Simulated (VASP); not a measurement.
Input of a VASP 6.6.1 run:

INCAR

```
SYSTEM = KI
PREC     = Accurate       ! precision mode
ENCUT    = 520            ! plane-wave cutoff, eV
EDIFF    = 1E-6           ! SCF threshold, eV
ISMEAR   = 0              ! smearing method
SIGMA    = 0.05           ! smearing width, eV
LREAL    = .False.        ! projectors in reciprocal space
LASPH    = .True.         ! aspherical terms in the spheres
NELM     = 100            ! most SCF steps
ALGO     = Normal         ! electronic algorithm
ISIF     = 2              ! what is computed and relaxed
LWAVE    = .False.        ! write WAVECAR
LCHARG   = .True.         ! write CHGCAR
GGA      = PS             ! functional
LELF     = .True.         ! ELF
LVHAR    = .True.       
NBANDS   = 15             ! bands
```

File KPOINTS:

```
Automatic mesh
0
Gamma
  6 6 6
  0 0 0
```

File POSCAR:

```
KI
1.0
    3.9479009272      0.0000000000      0.0000000000
    0.0000000000      3.9479009272      0.0000000000
    0.0000000000      0.0000000000      3.9479009272
K I
1 1
Direct
    0.0000000000      0.0000000000      0.0000000000
    0.5000000000      0.5000000000      0.5000000000
```

Potentials or basis: VASP PAW PBE potentials, release 64 (K_sv, I).

Command:

```console
$ cat potpaw_PBE.64/K_sv/POTCAR potpaw_PBE.64/I/POTCAR > POTCAR
$ mpirun -np 1 vasp_std > vasp.out
```

Q: Predict the pressure.

A: 5.1 GPa.

Q: What does it give for the band gap on the k mesh?

A: 3.42 eV, direct.

Caveat: the cell differs from its parent crystal (strain -0.080 along x and y, -0.080 along z); the PAW data sets were made with another functional, which shifts forces and pressure a little; spin-orbit coupling is left out, which moves the levels of the heavy elements. A k mesh can miss the band edges.
